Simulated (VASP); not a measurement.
A run of VASP 6.6.1 is set up as follows.

Contents of INCAR:

```
ALGO = Normal
EDIFF = 1E-6
ENCUT = 520
GGA = PS
ISIF = 2
ISMEAR = -1
LASPH = T
LCHARG = F
LREAL = F
LWAVE = F
NBANDS = 14
NELM = 100
PREC = Accurate
SIGMA = 0.05
```

File KPOINTS:

```
k-points
0
Gamma
  8 8 8
```

Contents of POSCAR:

```
TiAl
1.0
    2.9735360824      0.0000000000      0.0000000000
    0.0000000000      2.9735360824      0.0000000000
    0.0000000000      0.0000000000      2.9735360824
Ti Al
1 1
Direct
    0.0000000000      0.0000000000      0.0000000000
    0.5000000000      0.5000000000      0.5000000000
```

Potentials or basis: VASP PAW PBE potentials, release 64 (Ti_sv, Al).

The run is started by

```console
$ cat potpaw_PBE.64/Ti_sv/POTCAR potpaw_PBE.64/Al/POTCAR > POTCAR
$ mpirun -np 1 vasp_std > vasp.out
```

(1) Predict the pressure.

Results:

(1) 30.1 GPa.

Caveat: the PAW data sets were made with another functional, which shifts forces and pressure a little.
